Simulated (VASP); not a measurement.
# Li3Hg2 (P4/mmm) in VASP: notebook, part 2 of 2

VASP 6.6.1. Earlier steps stand in the parts before.

## Step 3: Relaxation of cell and atoms, PBE

This run uses another cell than the first one, of 20.39 Å³/atom.

INCAR

```
SYSTEM = Li3Hg2
ALGO = Fast
EDIFF = 1E-7
EDIFFG = -0.01
ENCUT = 600
GGA = PE
IBRION = 2
ISIF = 3
ISMEAR = 0
LASPH = .True.
LCHARG = .False.
LREAL = .False.
LWAVE = .False.
NELM = 60
NSW = 100
PREC = Accurate
SIGMA = 0.1
```

KPOINTS

```
k-points
0
Gamma
  10 10 6
  0 0 0
```

POSCAR

```
Li3Hg2
1.0
    3.8731978762      0.0000000000      0.0000000000
    0.0000000000      3.8731978762      0.0000000000
    0.0000000000      0.0000000000      6.7959984309
Li Hg
3 2
Direct
    0.5000000000      0.0000000000      0.0000000000
    0.0000000000      0.5000000000      0.0000000000
    0.5000000000      0.5000000000      0.5000000000
    0.0000000000      0.0000000000      0.7104650987
    0.0000000000      0.0000000000      0.2895349013
```

Potentials or basis: VASP PAW PBE potentials, release 64 (Li_sv, Hg).

On the command line:

```
cat potpaw_PBE.64/Li_sv/POTCAR potpaw_PBE.64/Hg/POTCAR > POTCAR
mpirun -np 1 vasp_std > vasp.out
```

OUTCAR:

```text
SYSTEM = Li3Hg2
   EDIFF = 1E-7
   EDIFFG = -0.01
   ENCUT = 600
   GGA = PE
   IBRION = 2
   ISIF = 3
   ISMEAR = 0
   LASPH = .True.
   LREAL = .False.
   NELM = 60
   NSW = 100
   PREC = Accurate

 ion  position               nearest neighbor table
   1  0.500  0.000  0.000-   4 2.76   5 2.76   4 2.76   5 2.76
   2  0.000  0.500  0.000-   4 2.76   5 2.76   4 2.76   5 2.76
   3  0.500  0.500  0.500-   4 3.09   5 3.09   4 3.09   5 3.09   4 3.09   5 3.09   4 3.09   5 3.09

   4  0.000  0.000  0.710-   1 2.76   2 2.76   2 2.76   1 2.76   5 2.86   3 3.09   3 3.09   3 3.09
                             3 3.09
   5  0.000  0.000  0.290-   1 2.76   2 2.76   2 2.76   1 2.76   4 2.86   3 3.09   3 3.09   3 3.09
                             3 3.09

  LATTYP: Found a simple tetragonal cell.
 ALAT       =     3.8731978762
 C/A-ratio  =     1.7546220586

  Lattice vectors:

 A1 = (   3.8731978762,   0.0000000000,   0.0000000000)
 A2 = (   0.0000000000,   3.8731978762,   0.0000000000)
 A3 = (   0.0000000000,   0.0000000000,   6.7959984309)

Analysis of symmetry for initial positions (statically):
=====================================================================
 Subroutine PRICEL returns:
 Original cell was already a primitive cell.

 Routine SETGRP: Setting up the symmetry group for a
 simple tetragonal supercell.

 Subroutine GETGRP returns: Found 16 space group operations
 (whereof 16 operations were pure point group operations)
 out of a pool of 16 trial point group operations.

The static configuration has the point symmetry D_4h.

Analysis of symmetry for dynamics (positions and initial velocities):
=====================================================================
 Subroutine PRICEL returns:
 Original cell was already a primitive cell.

 Routine SETGRP: Setting up the symmetry group for a
 simple tetragonal supercell.

 Subroutine GETGRP returns: Found 16 space group operations
 (whereof 16 operations were pure point group operations)
 out of a pool of 16 trial point group operations.

The dynamic configuration has the point symmetry D_4h.

 Subroutine INISYM returns: Found 16 space group operations
 (whereof 16 operations are pure point group operations),
 and found     1 'primitive' translations

----------------------------------------------------------------------------------------

                                     Primitive cell

  volume of cell :     101.9513

  direct lattice vectors                    reciprocal lattice vectors
     3.873197876  0.000000000  0.000000000     0.258184589  0.000000000  0.000000000
     0.000000000  3.873197876  0.000000000     0.000000000  0.258184589  0.000000000
     0.000000000  0.000000000  6.795998431     0.000000000  0.000000000  0.147145414

  length of vectors
     3.873197876  3.873197876  6.795998431     0.258184589  0.258184589  0.147145414

  position of ions in fractional coordinates (direct lattice)
     0.500000000  0.000000000  0.000000000
     0.000000000  0.500000000  0.000000000
     0.500000000  0.500000000  0.500000000
[... 35 lines left out ...]
 Found     84 irreducible k-points:

 Following reciprocal coordinates:
            Coordinates               Weight
  0.000000  0.000000  0.000000      1.000000
  0.100000  0.000000  0.000000      4.000000
  0.200000  0.000000  0.000000      4.000000
  0.300000  0.000000  0.000000      4.000000
  0.400000  0.000000  0.000000      4.000000
  0.500000  0.000000  0.000000      2.000000
[... 16 lines left out ...]
  0.100000  0.000000  0.166667      8.000000
  0.200000  0.000000  0.166667      8.000000
 [... further k-points ...]
   k-points           NKPTS =     84   k-points in BZ     NKDIM =     84   number of bands    NBANDS=     20
   number of dos      NEDOS =    301   number of ions     NIONS =      5
   total plane-waves  NPLWV =  55296
   dimension x,y,z NGX =    32 NGY =   32 NGZ =   54
   dimension x,y,z NGXF=    64 NGYF=   64 NGZF=  108
   ions per type =               3   2
   NGX,Y,Z   is equivalent  to a cutoff of  13.74, 13.74, 13.21 a.u.
   NGXF,Y,Z  is equivalent  to a cutoff of  27.47, 27.47, 26.42 a.u.
 SYSTEM =  Li3Hg2
   PREC   = accura    normal or accurate (medium, high low for compatibility)
   ISTART =      0    job   : 0-new  1-cont  2-samecut
   ICHARG =      2    charge: 1-file 2-atom 10-const
   ISPIN  =      1    spin polarized calculation?
   LNONCOLLINEAR =      F non collinear calculations
   LSORBIT =      F    spin-orbit coupling
   LASPH  =      T    aspherical Exc in radial PAW
   ENCUT  =  600.0 eV  44.10 Ry    6.64 a.u.   7.74  7.74 13.57*2*pi/ulx,y,z
   NELM   =     60;   NELMIN=  2; NELMDL= -5     # of ELM steps
   EDIFF  = 0.1E-06   stopping-criterion for ELM
   LREAL  =      F    real-space projection
   EDIFFG = -.1E-01   stopping-criterion for IOM
   NSW    =    100    number of steps for IOM
   IBRION =      2    ionic relax: 0-MD 1-quasi-New 2-CG
   NFREE  =      1    steps in history (QN), initial steepest desc. (CG)
   ISIF   =      3    stress and relaxation
   ISYM   =      2    0-nonsym 1-usesym 2-fastsym
   POTIM  = 0.5000    time-step for ionic-motion
   TEBEG  =    0.0;   TEEND  =   0.0 temperature during run
   PSTRESS=    0.0 pullay stress
   NELECT =      33.0000    total number of electrons
   NUPDOWN=      -1.0000    fix difference up-down
   EMIN   =  10.00;   EMAX   =-10.00  energy-range for DOS
   EFERMI =   0.00;   METHOD = LEGACY
   ISMEAR =     0;   SIGMA  =   0.10  broadening in eV -4-tet -1-fermi 0-gaus
   EFERMI_NEDOS =   21; number of points for ismear=-14 and -15
   IALGO  =     68    algorithm
   IMIX   =      4    mixing-type and parameters
     AMIX     =   0.40;   BMIX     =  1.00
     AMIX_MAG =   1.60;   BMIX_MAG =  1.00
  volume/ion in A,a.u.               =      20.39       137.60
  Fermi-wavevector in a.u.,A,eV,Ry     =   1.124040  2.124128 17.190511  1.263467
  Thomas-Fermi vector in A             =   2.260710
   LORBIT       =      0    0 simple, 1 ext, 2 COOP (PROOUT), +10 PAW based schemes
   GGA     = PE    functional components
   LHFCALC =     F    Hartree Fock is set to
   AEXX    =    0.0000 exact exchange contribution
   IVDW    =     0    specifies the selected vdW correction
   LEPSILON=     F    determine dielectric tensor
   LRPA    =     F    only Hartree local field effects (RPA)
 conjugate gradient relaxation of ions
 non-spin polarized calculation
 RMM-DIIS sequential band-by-band and
 Gauss-broadening in eV      SIGMA  =   0.10
  energy-cutoff  :      600.00
  volume of cell :      101.95
 maximum number of plane-waves:      3444
 NGX is ok and might be reduce to    32
   NGX = 15   NGY = 15   NGZ = 27

--------------------------------------- Ionic step        1  -------------------------------------------

 number of electron      33.0000005 magnetization

 Free energy of the ion-electron system (eV)
  ---------------------------------------------------
  ext. energy  EPLUGINS =         0.00000000
  ---------------------------------------------------
  free energy    TOTEN  =        -7.27725050 eV

  energy without entropy =       -7.26791494  energy(sigma->0) =       -7.27258272

------------------------ aborting loop because EDIFF is reached ----------------------------------------

  FORCE on cell =-STRESS in cart. coord.  units (eV):
  Direction    XX          YY          ZZ          XY          YZ          ZX
  --------------------------------------------------------------------------------------
  -------------------------------------------------------------------------------------
  Total       -0.1422366     -0.1422366      0.2411243      0.0000000      0.0000000      0.0000000
  in kB       -2.2352672     -2.2352672      3.7892993      0.0000000      0.0000000      0.0000000
  external PRESSURE =      -0.2270784 kB  Pullay stress =       0.0000000 kB
[... 221 lines left out ...]
--------------------------------------- Ionic step        7  -------------------------------------------

 number of electron      33.0000001 magnetization

 Free energy of the ion-electron system (eV)
  ---------------------------------------------------
  ext. energy  EPLUGINS =         0.00000000
  ---------------------------------------------------
  free energy    TOTEN  =        -7.28083812 eV

  energy without entropy =       -7.27104614  energy(sigma->0) =       -7.27594213

 E-fermi :   1.9102     XC(G=0):  -8.9467

 val. band max:        1.9007428157   @ k =   0.5000   0.2000   0.1667
 cond. band min:       1.9175019769   @ k =   0.2000   0.1000   0.3333
 fundamental gap:      0.0167591612
 Fermi energy:         1.9101968970

 k-point     1 :       0.0000    0.0000    0.0000
  band No.  band energies     occupation
      1     -44.8648      2.00000
      2     -44.6189      2.00000
      3     -44.5717      2.00000
      4      -6.0657      2.00000
      5      -5.4586      2.00000
      6      -5.4549      2.00000
[... 541 lines left out ...]
     19       5.1366      0.00000
     20       6.4473      0.00000

 [... further k-points ...]
[... 5 lines left out ...]
  --------------------------------------------------------------------------------------
  -------------------------------------------------------------------------------------
  Total        0.0089688      0.0089688      0.0378591      0.0000000     -0.0000000     -0.0000000
  in kB        0.1428179      0.1428179      0.6028632      0.0000000     -0.0000000     -0.0000000
  external PRESSURE =       0.2961663 kB  Pullay stress =       0.0000000 kB
[... 20 lines left out ...]
  FREE ENERGIE OF THE ION-ELECTRON SYSTEM (eV)
  ---------------------------------------------------
  free  energy   TOTEN  =        -7.2808381211 eV

  energy  without entropy=       -7.2710461447  energy(sigma->0) =       -7.27594213

 reached required accuracy - stopping structural energy minimisation
```

CONTCAR:

```text
Li3Hg2
   1.00000000000000
     3.8185876392612585   -0.0000000000000000    0.0000000000000000
    -0.0000000000000000    3.8185876392612585    0.0000000000000000
    -0.0000000000000000   -0.0000000000000000    6.9001263622799094
  Li              Hg
     3     2
Direct
     0.5000000000000000    0.0000000000000000    0.0000000000000000
     1.0000000000000000    0.5000000000000000    0.0000000000000000
     0.5000000000000000    0.5000000000000000    0.5000000000000000
     1.0000000000000000    1.0000000000000000    0.7090047312970124
     0.0000000000000000    0.0000000000000000    0.2909952687029879

  0.00000000E+00  0.00000000E+00  0.00000000E+00
  0.00000000E+00  0.00000000E+00  0.00000000E+00
  0.00000000E+00  0.00000000E+00  0.00000000E+00
  0.00000000E+00  0.00000000E+00  0.00000000E+00
  0.00000000E+00  0.00000000E+00  0.00000000E+00
```

Run time: 28 min. Hardware: 1 thread of Oxide Virtual Turin-like, shared host; peak memory 0.33 GiB.

What came out:

- Free energy: -7.2808 eV
- Relaxed volume: 20.12 Å³/atom
- Relaxed cell: a = 3.819 Å, b = 3.819 Å, c = 6.900 Å, α = 90.00°, β = 90.00°, γ = 90.00°
- Space group after relaxing (to 0.1 Å): P4/mmm (No. 123)
- Energy gained by relaxing: 0.7 meV/atom
- Ionic steps: 7
- Pressure after relaxing: 0.0 GPa
- Band gap on the k mesh: zero (an odd number of electrons rules out a gap without spin polarisation)

Step by step:
```csv
step,energy change (eV),largest force (eV/Å),pressure (GPa),volume (Å³)
1,0.0000,0.0170,-0.02,101.95
2,-0.0009,0.0037,-0.06,101.91
3,-0.0020,0.0589,-0.15,101.77
4,-0.0028,0.0409,-0.06,101.30
5,-0.0033,0.0012,0.13,100.32
6,-0.0034,0.0087,0.10,100.49
7,-0.0036,0.0010,0.03,100.61
```

Final structure:
```
CELL_PARAMETERS angstrom
3.81859 0.00000 0.00000
0.00000 3.81859 0.00000
0.00000 0.00000 6.90013
ATOMIC_POSITIONS crystal
Li 0.50000 0.00000 0.00000
Li 0.00000 0.50000 0.00000
Li 0.50000 0.50000 0.50000
Hg 0.00000 0.00000 0.70900
Hg 0.00000 0.00000 0.29100
```

Caveat: the cutoff is under 1.25 times the usual one of these potentials, so pressure, stress and relaxed cells hold a basis-set (Pulay) error; spin-orbit coupling is left out, which moves the levels of the heavy elements.
